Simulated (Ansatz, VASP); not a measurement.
# BeTe in VASP and in Ansatz

File POSCAR:

```
BeTe
1.0
    0.0000000000      2.7700000000      2.7700000000
    2.7700000000      0.0000000000      2.7700000000
    2.7700000000      2.7700000000      0.0000000000
Be Te
1 1
Direct
    0.0000000000      0.0000000000      0.0000000000
    0.7500000000      0.7500000000      0.7500000000
```

File INCAR.step1:

```
SYSTEM = BeTe
ALGO = Normal
EDIFF = 1E-5
ENCUT = 580
GGA = PE
GGA_COMPAT = .False.
ISIF = 2
ISMEAR = 0
LASPH = .True.
LREAL = .False.
LWAVE = .True.
NBANDS = 11
NELM = 120
PREC = Accurate
SIGMA = 0.01
```

Contents of INCAR.step2:

```
SYSTEM = BeTe
AEXX = 0.1
ALGO = Normal
EDIFF = 1E-6
ENCUT = 580
GGA_COMPAT = .False.
ISIF = 2
ISMEAR = 0
ISTART = 1
LASPH = .True.
LCHARG = .True.
LELF = .True.
LHFCALC = .True.
LMIXTAU = .True.
LREAL = .False.
LVHAR = .True.
LWAVE = .False.
METAGGA = R2SCAN
NBANDS = 11
NELM = 120
PREC = Accurate
PRECFOCK = Normal
SIGMA = 0.01
```

Contents of KPOINTS:

```
k-points
0
Gamma
  4 4 4
  0 0 0
```

Input for Ansatz:

```yaml
crystal:
  lattice:
    bravais: fcc
    a: 5.54
  space_group: 216
  atoms:
    - { symbol: Be, position: [0.0, 0.0, 0.0] }
    - { symbol: Te, position: [0.25, 0.25, 0.75] }
  reduce_to_primitive: true
basis:
  ecutwfc: 510.0
kpoints:
  mp_grid:
    grid: [4, 4, 4]
    shift: [0.0, 0.0, 0.0]
hamiltonian:
  xc: r2scanh
scf:
  occupations:
    method: fixed
output:
  eigenvalues: true
```

Alike in both runs: task single point; functional r2SCANh; k mesh 4 × 4 × 4; no spin polarisation.

|  | VASP | Ansatz |
| --- | --- | --- |
| version | VASP 6.6.1 | Ansatz 0.2.0 |
| potentials or method | VASP PAW PBE potentials, release 64 (Be, Te), cutoff 580 eV | plane waves, PAW |
| occupations | gaussian, width 0.01 eV | fixed |
| valence electrons in the cell | 8 | 18 |

|  | VASP | Ansatz | Ansatz less VASP |
| --- | --- | --- | --- |
| gap on the k mesh at the Fermi level (eV) | 2.69 | 2.69 | -0.004 |

VASP's potentials were made for PBE, not for r2SCANh. VASP's potentials hold 8 valence electrons a cell and Ansatz's 18, so a difference there can come from the potentials and not from the codes.

The k mesh is coarse, so the values compare programs but aren't converged. Spin-orbit coupling is off throughout.
